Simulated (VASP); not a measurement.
# Ta2N (P-31m) in VASP: a series of runs

The runs below take Ta2N through single point, with LDA.

Program: VASP 6.6.1. These are calculated values, not measurements. Logs are shortened: lines on timing, memory, paths and dates and some standing lists are left out, and cuts for length are marked.

## 1. The cell of the first run

Symmetry: P-31m, No. 162, trigonal system. The conventional cell has a = 5.195 Å, b = 5.195 Å, c = 4.948 Å, α = 90.00°, β = 90.00°, γ = 120.00°. Within 2.7 Å of Ta (site symmetry m) lie 3 N at 2.07 to 2.27 Å. Within 2.7 Å of N (site symmetry 32) lie 6 Ta at 2.07 Å. N (site symmetry -3m) has 6 Ta at 2.27 Å within 3.0 Å.

## 2. Single point, LDA (c/a of the conventional cell at fixed volume 0.9526)

Contents of INCAR:

```
  PREC = Accurate
  ENCUT = 520
  EDIFF = 1E-6
  ISMEAR = 0
  SIGMA = 0.15
  LREAL = F
  LASPH = T
  NELM = 100
  ALGO = Normal
  ISIF = 2
  LWAVE = F
  LCHARG = T
  LELF = T
  LVHAR = T
  NBANDS = 50
```

Contents of KPOINTS:

```
Automatic mesh
0
Gamma
  9 9 8
```

Contents of POSCAR:

```
Ta2N
1.0
    5.1945250684      0.0000000000      0.0000000000
   -2.5972625342      4.4985906699      0.0000000000
    0.0000000000      0.0000000000      4.9483045802
Ta N
6 3
Direct
    0.6310702833      0.6310702833      0.7526041962
    0.0000000000      0.3689297167      0.7526041962
    0.3689297167      0.0000000000      0.7526041962
    0.3689297167      0.3689297167      0.2473958038
    0.0000000000      0.6310702833      0.2473958038
    0.6310702833      0.0000000000      0.2473958038
    0.6666666667      0.3333333333      0.5000000000
    0.3333333333      0.6666666667      0.5000000000
    0.0000000000      0.0000000000      0.0000000000
```

Potentials or basis: VASP PAW LDA potentials, release 64 (Ta_pv, N).

Command:

```
> cat potpaw_LDA.64/Ta_pv/POTCAR potpaw_LDA.64/N/POTCAR > POTCAR
> mpirun -np 1 vasp_std > vasp.out
```

OUTCAR:

```text
PREC = Accurate
   ENCUT = 520
   EDIFF = 1E-6
   ISMEAR = 0
   LREAL = F
   LASPH = T
   NELM = 100
   ISIF = 2

 ion  position               nearest neighbor table
   1  0.631  0.631  0.753-   8 2.07   7 2.07   9 2.27   4 2.80   4 2.85   2 2.85   2 2.85   3 2.85
                             3 2.85   5 3.11   6 3.11   5 3.15   6 3.15   3 3.32   2 3.32
   2  0.000  0.369  0.753-   7 2.07   8 2.07   9 2.27   5 2.80   5 2.85   1 2.85   1 2.85   3 2.85
                             3 2.85   4 3.11   6 3.11   4 3.15   6 3.15   3 3.32   1 3.32
   3  0.369  0.000  0.753-   8 2.07   7 2.07   9 2.27   6 2.80   6 2.85   2 2.85   1 2.85   1 2.85
                             2 2.85   4 3.11   5 3.11   4 3.15   5 3.15   2 3.32   1 3.32
   4  0.369  0.369  0.247-   7 2.07   8 2.07   9 2.27   1 2.80   1 2.85   5 2.85   5 2.85   6 2.85
                             6 2.85   2 3.11   3 3.11   2 3.15   3 3.15   6 3.32   5 3.32
   5  0.000  0.631  0.247-   8 2.07   7 2.07   9 2.27   2 2.80   2 2.85   4 2.85   4 2.85   6 2.85
                             6 2.85   1 3.11   3 3.11   1 3.15   3 3.15   6 3.32   4 3.32
   6  0.631  0.000  0.247-   7 2.07   8 2.07   9 2.27   3 2.80   3 2.85   5 2.85   4 2.85   4 2.85
                             5 2.85   2 3.11   1 3.11   1 3.15   2 3.15   5 3.32   4 3.32
   7  0.667  0.333  0.500-   2 2.07   6 2.07   5 2.07   3 2.07   4 2.07   1 2.07
   8  0.333  0.667  0.500-   5 2.07   3 2.07   2 2.07   6 2.07   1 2.07   4 2.07
   9  0.000  0.000  0.000-   3 2.27   6 2.27   1 2.27   4 2.27   5 2.27   2 2.27

  LATTYP: Found a hexagonal cell.
 ALAT       =     5.1945250684
 C/A-ratio  =     0.9526000000

  Lattice vectors:

 A1 = (   5.1945250684,   0.0000000000,   0.0000000000)
 A2 = (  -2.5972625342,   4.4985906699,   0.0000000000)
 A3 = (   0.0000000000,   0.0000000000,   4.9483045802)

Analysis of symmetry for initial positions (statically):
=====================================================================
 Subroutine PRICEL returns:
 Original cell was already a primitive cell.

 Routine SETGRP: Setting up the symmetry group for a
 hexagonal supercell.

 Subroutine GETGRP returns: Found 12 space group operations
 (whereof 12 operations were pure point group operations)
 out of a pool of 24 trial point group operations.

The static configuration has the point symmetry D_3d.

Analysis of symmetry for dynamics (positions and initial velocities):
=====================================================================
 Subroutine PRICEL returns:
 Original cell was already a primitive cell.

 Routine SETGRP: Setting up the symmetry group for a
 hexagonal supercell.

 Subroutine GETGRP returns: Found 12 space group operations
 (whereof 12 operations were pure point group operations)
 out of a pool of 24 trial point group operations.
[... 122 lines left out ...]
   ISYM   =      2    0-nonsym 1-usesym 2-fastsym
   POTIM  = 0.5000    time-step for ionic-motion
   TEBEG  =    0.0;   TEEND  =   0.0 temperature during run
   PSTRESS=    0.0 pullay stress
   NELECT =      81.0000    total number of electrons
   NUPDOWN=      -1.0000    fix difference up-down
   EMIN   =  10.00;   EMAX   =-10.00  energy-range for DOS
   EFERMI =   0.00;   METHOD = LEGACY
   ISMEAR =     0;   SIGMA  =   0.15  broadening in eV -4-tet -1-fermi 0-gaus
   EFERMI_NEDOS =   21; number of points for ismear=-14 and -15
   IALGO  =     38    algorithm
   IMIX   =      4    mixing-type and parameters
     AMIX     =   0.40;   BMIX     =  1.00
     AMIX_MAG =   1.60;   BMIX_MAG =  1.00
  volume/ion in A,a.u.               =      12.85        86.70
  Fermi-wavevector in a.u.,A,eV,Ry     =   1.453930  2.747530 28.761537  2.113913
  Thomas-Fermi vector in A             =   2.571140
   LORBIT       =      0    0 simple, 1 ext, 2 COOP (PROOUT), +10 PAW based schemes
   GGA     = CA    functional components
   LHFCALC =     F    Hartree Fock is set to
   AEXX    =    0.0000 exact exchange contribution
   IVDW    =     0    specifies the selected vdW correction
   LEPSILON=     F    determine dielectric tensor
   LRPA    =     F    only Hartree local field effects (RPA)
 non-spin polarized calculation
 Gauss-broadening in eV      SIGMA  =   0.15
  energy-cutoff  :      520.00
  volume of cell :      115.63
 maximum number of plane-waves:      3132
 NGX is ok and might be reduce to    40
   NGX = 19   NGY = 19   NGZ = 19

 number of electron      81.0000004 magnetization

 Free energy of the ion-electron system (eV)
  ---------------------------------------------------
  ext. energy  EPLUGINS =         0.00000000
  ---------------------------------------------------
  free energy    TOTEN  =      -111.43957689 eV

  energy without entropy =     -111.41081686  energy(sigma->0) =     -111.42519687

 E-fermi :   7.5758     XC(G=0): -13.3062

 val. band max:        7.5741642175   @ k =   0.2222   0.2222   0.0000
 cond. band min:       7.5785803789   @ k =   0.2222   0.2222   0.5000
 fundamental gap:      0.0044161614
 Fermi energy:         7.5758115026

 k-point     1 :       0.0000    0.0000    0.0000
  band No.  band energies     occupation
      1     -27.8720      2.00000
      2     -27.8602      2.00000
      3     -27.4384      2.00000
      4     -27.3304      2.00000
      5     -27.3304      2.00000
      6     -27.2208      2.00000
[... 1261 lines left out ...]
     49      10.9023      0.00000
     50      11.1373      0.00000

 [... further k-points ...]
[... 5 lines left out ...]
  --------------------------------------------------------------------------------------
  -------------------------------------------------------------------------------------
  Total        9.3339973      9.3339973      5.3969006      0.0000000      0.0000000     -0.0000000
  in kB      129.3300670    129.3300670     74.7784153      0.0000000      0.0000000     -0.0000000
  external PRESSURE =     111.1461831 kB  Pullay stress =       0.0000000 kB

 VOLUME and BASIS-vectors are now :
 -----------------------------------------------------------------------------
  energy-cutoff  :      520.00
  volume of cell :      115.63
      direct lattice vectors                 reciprocal lattice vectors
     5.194525068  0.000000000  0.000000000     0.192510381  0.111145920  0.000000000
    -2.597262534  4.498590670  0.000000000     0.000000000  0.222291841  0.000000000
     0.000000000  0.000000000  4.948304580     0.000000000  0.000000000  0.202089419

 POSITION                                       TOTAL-FORCE (eV/Angst)
 -----------------------------------------------------------------------------------
      1.63906      2.83893      3.72411         2.396851      4.151468      1.648646
     -0.95821      1.65966      3.72411         2.396851     -4.151468      1.648646
      1.91641      0.00000      3.72411        -4.793702     -0.000000      1.648646
      0.95821      1.65966      1.22419        -2.396851     -4.151468     -1.648646
     -1.63906      2.83893      1.22419        -2.396851      4.151468     -1.648646
      3.27811      0.00000      1.22419         4.793702     -0.000000     -1.648646
      2.59726      1.49953      2.47415         0.000000     -0.000000      0.000000
     -0.00000      2.99906      2.47415         0.000000     -0.000000      0.000000
      0.00000      0.00000      0.00000         0.000000     -0.000000      0.000000
 -----------------------------------------------------------------------------------
    total drift:                                0.000000     -0.000000      0.000000

  FREE ENERGIE OF THE ION-ELECTRON SYSTEM (eV)
  ---------------------------------------------------
  free  energy   TOTEN  =      -111.4395768856 eV

  energy  without entropy=     -111.4108168623  energy(sigma->0) =     -111.42519687
```

Run time: 13 min. Hardware: 1 thread of Oxide Virtual Turin-like, shared host; peak memory 0.4 GiB.

Results:

```
Free energy   : -111.4396 eV
Pressure      : 11.1 GPa
Largest force : 5.069 eV/Å
```

Forces in eV/Å, atoms in the order of the input:
```
Ta   2.397  4.151  1.649
Ta   2.397 -4.151  1.649
Ta  -4.794  0.000  1.649
Ta  -2.397 -4.151 -1.649
Ta  -2.397  4.151 -1.649
Ta   4.794  0.000 -1.649
N    0.000  0.000  0.000
N    0.000  0.000  0.000
N    0.000  0.000  0.000
```

Stress tensor (GPa, compression positive):
```
12.93  0.00  0.00
 0.00 12.93  0.00
 0.00  0.00  7.48
```

Caveat: spin-orbit coupling is left out, which moves the levels of the heavy elements; forces of over 1 eV/Å act on the atoms, so gaps and moduli don't describe the material at rest.

## 3. Single point, LDA (c/a of the conventional cell at fixed volume 0.8779)

Contents of INCAR:

```
PREC = Accurate
ENCUT = 520
EDIFF = 1E-6
ISMEAR = 0
SIGMA = 0.15
LREAL = False
LASPH = True
NELM = 60
ALGO = Normal
ISIF = 2
LWAVE = False
LCHARG = False
NBANDS = 50
```

KPOINTS is that of step 2.

Edit POSCAR of step 2 so:

```diff
@@ -2,5 +2,5 @@
 1.0
-    5.1945250684      0.0000000000      0.0000000000
-   -2.5972625342      4.4985906699      0.0000000000
-    0.0000000000      0.0000000000      4.9483045802
+    5.3378662704      0.0000000000      0.0000000000
+   -2.6689331352      4.6227277921      0.0000000000
+    0.0000000000      0.0000000000      4.6861127988
 Ta N
```

Potentials or basis: VASP PAW LDA potentials, release 64 (Ta_pv, N).

Command:

```
> cat potpaw_LDA.64/Ta_pv/POTCAR potpaw_LDA.64/N/POTCAR > POTCAR
> mpirun -np 1 vasp_std > vasp.out
```

It took 14 min on 1 thread of Oxide Virtual Turin-like, shared host; peak memory 0.39 GiB.

It converged, with:

```
Free energy   : -111.1957 eV
Pressure      : 12.6 GPa
Largest force : 4.885 eV/Å
```

Forces in eV/Å, atoms in the order of the input:
```
Ta   2.265  3.924  1.827
Ta   2.265 -3.924  1.827
Ta  -4.531  0.000  1.827
Ta  -2.265 -3.924 -1.827
Ta  -2.265  3.924 -1.827
Ta   4.531  0.000 -1.827
N    0.000  0.000  0.000
N    0.000  0.000  0.000
N    0.000  0.000  0.000
```

Stress tensor (GPa, compression positive):
```
 6.64  0.00  0.00
 0.00  6.64  0.00
 0.00  0.00 24.39
```

Levels at points of the mesh, in eV from the Fermi level:
```tsv
k point	band 37	band 38	band 39	band 40	band 41	band 42	band 43	band 44	band 45	band 46
(0.00, 0.00, 0.00)	-1.59	-0.71	-0.71	-0.49	-0.49	-0.46	0.32	0.63	0.63	2.28
(0.00, 0.00, 0.50)	-1.51	-0.94	-0.94	-0.94	0.06	0.19	0.19	1.02	1.92	1.92
```

Caveat: spin-orbit coupling is left out, which moves the levels of the heavy elements; forces of over 1 eV/Å act on the atoms, so gaps and moduli don't describe the material at rest.

## 4. Single point, LDA (c/a of the conventional cell at fixed volume 0.8592)

Contents of INCAR:

```
  PREC = Accurate
  ENCUT = 520
  EDIFF = 1E-6
  ISMEAR = 0
  SIGMA = 0.15
  LREAL = F
  LASPH = T
  NELM = 60
  ALGO = Normal
  ISIF = 2
  LWAVE = F
  LCHARG = F
  GGA = CA
  NBANDS = 50
```

KPOINTS is that of step 3.

Edit POSCAR of step 3 so:

```diff
@@ -2,5 +2,5 @@
 1.0
-    5.3378662704      0.0000000000      0.0000000000
-   -2.6689331352      4.6227277921      0.0000000000
-    0.0000000000      0.0000000000      4.6861127988
+    5.3763138840      0.0000000000      0.0000000000
+   -2.6881569420      4.6560244023      0.0000000000
+    0.0000000000      0.0000000000      4.6193288891
 Ta N
```

Command:

```
> cat potpaw_LDA.64/Ta_pv/POTCAR potpaw_LDA.64/N/POTCAR > POTCAR
> mpirun -np 1 vasp_std > vasp.out
```

Wall time 13 min (1 thread of Oxide Virtual Turin-like, shared host); peak memory 0.39 GiB.

It converged, with:

| Property | Result |
| --- | --- |
| Free energy | -110.9812 eV |
| Pressure | 13.2 GPa |
| Largest force | 4.840 eV/Å |

Forces on the atoms (eV/Å):
```
Ta   2.236  3.873  1.852
Ta   2.236 -3.873  1.852
Ta  -4.472  0.000  1.852
Ta  -2.236 -3.873 -1.852
Ta  -2.236  3.873 -1.852
Ta   4.472  0.000 -1.852
N    0.000  0.000  0.000
N    0.000  0.000  0.000
N    0.000  0.000  0.000
```

Stress tensor (GPa, compression positive):
```
 5.28  0.00  0.00
 0.00  5.28  0.00
 0.00  0.00 28.92
```

Levels at points of the mesh, in eV from the Fermi level:
```
           k point  band 38  band 39  band 40  band 41  band 42  band 43  band 44  band 45
(0.00, 0.00, 0.00)    -0.71    -0.71    -0.48    -0.48    -0.35     0.40     0.52     0.52
(0.00, 0.00, 0.50)    -0.95    -0.95    -0.76     0.14     0.14     0.22     1.11     1.83
```

Caveat: spin-orbit coupling is left out, which moves the levels of the heavy elements; forces of over 1 eV/Å act on the atoms, so gaps and moduli don't describe the material at rest.

## 5. Single point, LDA (c/a of the conventional cell at fixed volume 0.9713)

Contents of INCAR:

```
  PREC = Accurate
  ENCUT = 520
  EDIFF = 1E-6
  ISMEAR = 0
  SIGMA = 0.15
  LREAL = False
  LASPH = True
  NELM = 60
  ALGO = Normal
  ISIF = 2
  LWAVE = False
  LCHARG = False
  GGA = CA
  NBANDS = 50
```

Contents of KPOINTS:

```
regular mesh
0
Gamma
  9 9 8
```

Contents of POSCAR:

```
Ta2N
1.0
    5.1609728685      0.0000000000      0.0000000000
   -2.5804864342      4.4695336123      0.0000000000
    0.0000000000      0.0000000000      5.0128529472
Ta N
6 3
Direct
    0.6788818548      0.6788818548      0.7526041962
    0.0000000000      0.3211181452      0.7526041962
    0.3211181452      0.0000000000      0.7526041962
    0.3211181452      0.3211181452      0.2473958038
    0.0000000000      0.6788818548      0.2473958038
    0.6788818548      0.0000000000      0.2473958038
    0.6666666667      0.3333333333      0.5000000000
    0.3333333333      0.6666666667      0.5000000000
    0.0000000000      0.0000000000      0.0000000000
```

Command:

```
> cat potpaw_LDA.64/Ta_pv/POTCAR potpaw_LDA.64/N/POTCAR > POTCAR
> mpirun -np 1 vasp_std > vasp.out
```

Wall time 12 min (1 thread of Oxide Virtual Turin-like, shared host); peak memory 0.4 GiB.

The run converged. Its results:

| Quantity | Value |
| --- | --- |
| Free energy | -113.6347 eV |
| Pressure | 3.3 GPa |
| Largest force | 2.028 eV/Å |

Forces in eV/Å, atoms in the order of the input:
```
Ta  -0.965 -1.671 -0.625
Ta  -0.965  1.671 -0.625
Ta   1.929  0.000 -0.625
Ta   0.965  1.671  0.625
Ta   0.965 -1.671  0.625
Ta  -1.929  0.000  0.625
N    0.000  0.000  0.000
N    0.000  0.000  0.000
N    0.000  0.000  0.000
```

Stress tensor (GPa, compression positive):
```
 7.31  0.00  0.00
 0.00  7.31  0.00
 0.00  0.00 -4.81
```

Levels at points of the mesh, in eV from the Fermi level:
```
           k point  band 37  band 38  band 39  band 40  band 41  band 42  band 43  band 44  band 45  band 46
(0.00, 0.00, 0.00)    -1.61    -1.20    -0.60    -0.24    -0.24     0.00     0.00     1.18     1.18     1.76
(0.00, 0.00, 0.50)    -1.47    -1.47    -1.32    -1.22    -1.22     0.53     0.53     1.03     2.13     2.13
```

Caveat: spin-orbit coupling is left out, which moves the levels of the heavy elements; forces of over 1 eV/Å act on the atoms, so gaps and moduli don't describe the material at rest.

## 6. Overview

| cell | gap on the mesh (eV) | pressure (GPa) | largest force (eV/Å) |
| --- | --- | --- | --- |
| a = 5.195, b = 5.195, c = 4.948 Å, angles 90.0, 90.0, 120.0°, 9 atoms | none | 11.1 | 5.07 |
| a = 5.338, b = 5.338, c = 4.686 Å, angles 90.0, 90.0, 120.0°, 9 atoms | none | 12.6 | 4.89 |
| a = 5.376, b = 5.376, c = 4.619 Å, angles 90.0, 90.0, 120.0°, 9 atoms | none | 13.2 | 4.84 |
| a = 5.161, b = 5.161, c = 5.013 Å, angles 90.0, 90.0, 120.0°, 9 atoms | none | 3.3 | 2.03 |

Alike in all rows: task single point; level LDA; potentials or basis VASP PAW LDA potentials, release 64 (Ta_pv, N); no spin polarisation; k mesh 9 × 9 × 8; cutoff (eV) 520; smearing gaussian 0.15 eV.

Caveats: spin-orbit coupling is left out, which moves the levels of the heavy elements; forces of over 1 eV/Å act on the atoms, so gaps and moduli don't describe the material at rest.

Total energies depend on the potentials used, so only differences within one code and one set of settings carry meaning.
